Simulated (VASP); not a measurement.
# SnSe2 (Imma) in VASP: single point with LDA

Aim: the single point of SnSe2 with LDA.

Program: VASP 6.6.1. These are calculated values, not measurements. Logs are shortened: lines on timing, memory, paths and dates and some standing lists are left out, and cuts for length are marked.

## (1) The cell of the first run

It takes space group Imma (No. 74, orthorhombic). Conventional cell: a = 7.634 Å, b = 10.782 Å, c = 13.441 Å, α = 90.00°, β = 90.00°, γ = 90.00°. Sn (site symmetry m) has 4 Se at 2.53 to 2.58 Å within 3.3 Å. Se (site symmetry mm2) has 2 Sn at 2.58 Å and 2 Se at 3.05 Å within 3.4 Å. Se (site symmetry 2) has 2 Sn at 2.53 Å and 1 Se at 3.22 Å within 3.3 Å. Within 3.4 Å of Se (site symmetry 2/m) lie 2 Sn at 2.58 Å and 2 Se at 3.05 Å.

## (2) Single point, LDA

Input file INCAR:

```
SYSTEM = SnSe2
PREC = Accurate
ENCUT = 520
EDIFF = 1E-6
ISMEAR = 0
SIGMA = 0.1
LREAL = .False.
LASPH = .True.
NELM = 100
ALGO = Fast
ISIF = 2
LWAVE = .False.
LCHARG = .True.
LVHAR = .True.
NBANDS = 64
KPAR = 4
```

Input file KPOINTS:

```
Automatic mesh
0
Gamma
  6 6 6
  0 0 0
```

Input file POSCAR:

```
SnSe2
1.0
   -3.8169728433      5.3907809798      6.7204758081
    3.8169728433     -5.3907809798      6.7204758081
    3.8169728433      5.3907809798     -6.7204758081
Sn Se
4 8
Direct
    0.8444841776      0.8098191808      0.0346649968
    0.7248458160      0.1901808192      0.5346649968
    0.1555158224      0.1901808192      0.9653350032
    0.2751541840      0.8098191808      0.4653350032
    0.1441459894      0.8941459894      0.2500000000
    0.8558540106      0.1058540106      0.7500000000
    0.6492662337      0.5000000000      0.6492662337
    0.3507337663      0.0000000000      0.8507337663
    0.3507337663      0.5000000000      0.3507337663
    0.6492662337      0.0000000000      0.1492662337
    0.0000000000      0.0000000000      0.0000000000
    0.5000000000      0.0000000000      0.5000000000
```

Potentials or basis: VASP PAW LDA potentials, release 64 (Sn_d, Se).

The run is started by

```console
$ cat potpaw_LDA.64/Sn_d/POTCAR potpaw_LDA.64/Se/POTCAR > POTCAR
$ mpirun -np 4 vasp_std > vasp.out
```

OUTCAR:

```text
SYSTEM = SnSe2
   PREC = Accurate
   ENCUT = 520
   EDIFF = 1E-6
   ISMEAR = 0
   LREAL = .False.
   LASPH = .True.
   NELM = 100
   ISIF = 2

 ion  position               nearest neighbor table
   1  0.844  0.810  0.035-   7 2.53  10 2.53  11 2.58   5 2.58
   2  0.725  0.190  0.535-  10 2.53   7 2.53  12 2.58   6 2.58
   3  0.156  0.190  0.965-   9 2.53   8 2.53  11 2.58   6 2.58
   4  0.275  0.810  0.465-   8 2.53   9 2.53  12 2.58   5 2.58
   5  0.144  0.894  0.250-   1 2.58   4 2.58
   6  0.856  0.106  0.750-   3 2.58   2 2.58
   7  0.649  0.500  0.649-   2 2.53   1 2.53
   8  0.351  0.000  0.851-   4 2.53   3 2.53
   9  0.351  0.500  0.351-   4 2.53   3 2.53
  10  0.649  0.000  0.149-   2 2.53   1 2.53
  11  0.000  0.000  0.000-   1 2.58   3 2.58
  12  0.500  0.000  0.500-   2 2.58   4 2.58

  LATTYP: Found a body centered orthorhombic cell.
 ALAT       =     7.6339456866
 B/A-ratio  =     1.4123184002
 C/A-ratio  =     1.7606821122

  Lattice vectors:

 A1 = (  -3.8169728433,   5.3907809798,   6.7204758081)
 A2 = (   3.8169728433,  -5.3907809798,   6.7204758081)
 A3 = (   3.8169728433,   5.3907809798,  -6.7204758081)

Analysis of symmetry for initial positions (statically):
=====================================================================
 Subroutine PRICEL returns:
 Original cell was already a primitive cell.

 Routine SETGRP: Setting up the symmetry group for a
 body centered orthorhombic supercell.

 Subroutine GETGRP returns: Found  8 space group operations
 (whereof  4 operations were pure point group operations)
 out of a pool of  8 trial point group operations.

The static configuration has the point symmetry C_2h.
 The point group associated with its full space group is D_2h.

Analysis of symmetry for dynamics (positions and initial velocities):
=====================================================================
 Subroutine PRICEL returns:
 Original cell was already a primitive cell.

 Routine SETGRP: Setting up the symmetry group for a
 body centered orthorhombic supercell.

 Subroutine GETGRP returns: Found  8 space group operations
 (whereof  4 operations were pure point group operations)
 out of a pool of  8 trial point group operations.

The dynamic configuration has the point symmetry C_2h.
 The point group associated with its full space group is D_2h.

[... 128 lines left out ...]
   PSTRESS=    0.0 pullay stress
   NELECT =     104.0000    total number of electrons
   NUPDOWN=      -1.0000    fix difference up-down
   EMIN   =  10.00;   EMAX   =-10.00  energy-range for DOS
   EFERMI =   0.00;   METHOD = LEGACY
   ISMEAR =     0;   SIGMA  =   0.10  broadening in eV -4-tet -1-fermi 0-gaus
   EFERMI_NEDOS =   21; number of points for ismear=-14 and -15
   IALGO  =     68    algorithm
   IMIX   =      4    mixing-type and parameters
     AMIX     =   0.40;   BMIX     =  1.00
     AMIX_MAG =   1.60;   BMIX_MAG =  1.00
  volume/ion in A,a.u.               =      46.09       311.06
  Fermi-wavevector in a.u.,A,eV,Ry     =   0.937869  1.772316 11.967670  0.879599
  Thomas-Fermi vector in A             =   2.065024
   LORBIT       =      0    0 simple, 1 ext, 2 COOP (PROOUT), +10 PAW based schemes
   GGA     = CA    functional components
   LHFCALC =     F    Hartree Fock is set to
   AEXX    =    0.0000 exact exchange contribution
   IVDW    =     0    specifies the selected vdW correction
   LEPSILON=     F    determine dielectric tensor
   LRPA    =     F    only Hartree local field effects (RPA)
 non-spin polarized calculation
 RMM-DIIS sequential band-by-band and
 Gauss-broadening in eV      SIGMA  =   0.10
  energy-cutoff  :      520.00
  volume of cell :      553.13
 maximum number of plane-waves:     14926
   NGX = 35   NGY = 35   NGZ = 35

 number of electron     103.9999999 magnetization

 Free energy of the ion-electron system (eV)
  ---------------------------------------------------
  ext. energy  EPLUGINS =         0.00000000
  ---------------------------------------------------
  free energy    TOTEN  =       -49.73075914 eV

  energy without entropy =      -49.72457803  energy(sigma->0) =      -49.72766858

 E-fermi :  -0.0038     XC(G=0):  -6.8138

 val. band max:       -0.0228279665   @ k =   0.0000   0.1667   0.0000
 cond. band min:       0.0340128805   @ k =   0.0000   0.0000   0.0000
 fundamental gap:      0.0568408470
 Fermi energy:        -0.0037771364

 k-point     1 :       0.0000    0.0000    0.0000
  band No.  band energies     occupation
      1     -21.7345      2.00000
      2     -21.7225      2.00000
      3     -21.7203      2.00000
      4     -21.7202      2.00000
      5     -21.6781      2.00000
      6     -21.6766      2.00000
[... 1597 lines left out ...]
     63       4.5916      0.00000
     64       4.7670      0.00000

 [... further k-points ...]

------------------------ aborting loop because EDIFF is reached ----------------------------------------

  FORCE on cell =-STRESS in cart. coord.  units (eV):
  Direction    XX          YY          ZZ          XY          YZ          ZX
  --------------------------------------------------------------------------------------
  -------------------------------------------------------------------------------------
  Total        0.2150460      0.2924671      0.2201953      0.0000000      0.0000000      0.0000000
  in kB        0.6228897      0.8471432      0.6378050      0.0000000      0.0000000      0.0000000
  external PRESSURE =       0.7026126 kB  Pullay stress =       0.0000000 kB

 VOLUME and BASIS-vectors are now :
 -----------------------------------------------------------------------------
  energy-cutoff  :      520.00
  volume of cell :      553.13
      direct lattice vectors                 reciprocal lattice vectors
    -3.816972843  5.390780980  6.720475808     0.000000000  0.092750939  0.074399494
     3.816972843 -5.390780980  6.720475808     0.130993858  0.000000000  0.074399494
     3.816972843  5.390780980 -6.720475808     0.130993858  0.092750939  0.000000000

 POSITION                                       TOTAL-FORCE (eV/Angst)
 -----------------------------------------------------------------------------------
     -0.00000      0.37374     10.88474         0.000000      0.024542     -0.008348
      0.00000      5.76452      2.55621        -0.000000      0.024542      0.008348
      3.81697      5.01704     -4.16426        -0.000000     -0.024542      0.008348
      3.81697     -0.37374      4.16426         0.000000     -0.024542     -0.008348
      3.81697     -2.69539      5.29770        -0.000000      0.000000      0.010967
      0.00000      8.08617      1.42278         0.000000     -0.000000     -0.010967
      1.90849      4.30471      3.36024         0.000000     -0.028562      0.000000
      1.90849      6.47685     -3.36024         0.000000      0.028562      0.000000
      1.90849      1.08607      3.36024         0.000000      0.028562      0.000000
     -1.90849      4.30471      3.36024         0.000000     -0.028562      0.000000
      0.00000      0.00000      0.00000         0.000000      0.000000      0.000000
      0.00000      5.39078      0.00000         0.000000     -0.000000      0.000000
 -----------------------------------------------------------------------------------
    total drift:                                0.000000     -0.000000      0.000000

  FREE ENERGIE OF THE ION-ELECTRON SYSTEM (eV)
  ---------------------------------------------------
  free  energy   TOTEN  =       -49.7307591373 eV

  energy  without entropy=      -49.7245780268  energy(sigma->0) =      -49.72766858
```

OSZICAR:

```text
N       E                     dE             d eps       ncg     rms          rms(c)
DAV:   1     0.969748571814E+03    0.96975E+03   -0.44311E+04  5928   0.157E+03
DAV:   2     0.105206032921E+03   -0.86454E+03   -0.83947E+03  6592   0.370E+02
DAV:   3    -0.417407666282E+02   -0.14695E+03   -0.14406E+03  6784   0.174E+02
DAV:   4    -0.516102583506E+02   -0.98695E+01   -0.97277E+01  7024   0.476E+01
DAV:   5    -0.519185716861E+02   -0.30831E+00   -0.30715E+00  7216   0.841E+00    0.111E+01
RMM:   6    -0.499465878085E+02    0.19720E+01   -0.27910E+00  7423   0.581E+00    0.658E+00
RMM:   7    -0.497657088538E+02    0.18088E+00   -0.19016E+00  7357   0.321E+00    0.236E+00
RMM:   8    -0.497239645254E+02    0.41744E-01   -0.21312E-01  7757   0.255E+00    0.495E-01
RMM:   9    -0.497278806620E+02   -0.39161E-02   -0.74018E-02  9073   0.100E+00    0.327E-01
RMM:  10    -0.497293392555E+02   -0.14586E-02   -0.10561E-02  9324   0.484E-01    0.220E-01
RMM:  11    -0.497304858654E+02   -0.11466E-02   -0.23350E-03  7969   0.248E-01    0.669E-02
RMM:  12    -0.497306297731E+02   -0.14391E-03   -0.10735E-03  9759   0.163E-01    0.367E-02
RMM:  13    -0.497307158010E+02   -0.86028E-04   -0.23615E-04  9810   0.581E-02    0.107E-02
RMM:  14    -0.497307517463E+02   -0.35945E-04   -0.49939E-05  8714   0.267E-02    0.838E-03
RMM:  15    -0.497307586254E+02   -0.68791E-05   -0.22141E-05  8530   0.178E-02    0.362E-03
RMM:  16    -0.497307591373E+02   -0.51183E-06   -0.46509E-06  6510   0.101E-02
   1 F= -.49730759E+02 E0= -.49727669E+02  d E =-.618111E-02
```

stdout:

```text
POSCAR found type information on POSCAR SnSe
 POSCAR found :  2 types and      12 ions
 scaLAPACK will be used
 LDA part: xc-table for (Slater(with rela. corr.)+CA(PZ))
 , standard interpolation
 POSCAR, INCAR and KPOINTS ok, starting setup
 FFT: planning ... GRIDC
 FFT: planning ... GRID_SOFT
 FFT: planning ... GRID
 WAVECAR not read
 entering main loop
```

It took 38 min on 4 MPI ranks of Oxide Virtual Turin-like, shared host; peak memory 1.3 GiB.

Results:

```
Free energy            : -49.7308 eV
Pressure               : 0.1 GPa
Largest force          : 0.029 eV/Å
Band gap on the k mesh : zero (bands 52 and 53 overlap by 0.07 eV)
```

Forces on the atoms (eV/Å):
```
Sn   0.000  0.025 -0.008
Sn   0.000  0.025  0.008
Sn   0.000 -0.025  0.008
Sn   0.000 -0.025 -0.008
Se   0.000  0.000  0.011
Se   0.000  0.000 -0.011
Se   0.000 -0.029  0.000
Se   0.000  0.029  0.000
Se   0.000  0.029  0.000
Se   0.000 -0.029  0.000
Se   0.000  0.000  0.000
Se   0.000  0.000  0.000
```

Levels at points of the mesh, in eV from the Fermi level:
```tsv
k point	band 50	band 51	band 52	band 53	band 54	band 55
(0.00, 0.00, 0.00)	-0.52	-0.50	-0.04	0.04	0.95	1.31
(0.50, 0.00, 0.00)	-0.64	-0.39	-0.29	0.52	0.80	1.28
(0.00, 0.50, 0.00)	-0.39	-0.15	-0.12	0.41	1.59	1.64
(0.50, 0.50, 0.00)	-0.69	-0.48	-0.48	1.10	1.10	1.82
(0.50, 0.50, 0.50)	-0.60	-0.34	-0.17	0.20	0.61	0.96
```

Caveat: semilocal functionals underestimate gaps, and a narrow one can read as zero; spin-orbit coupling is left out, which moves the levels of the heavy elements.

The gap in the log of VASP goes by the Fermi energy; the results here count the filled bands.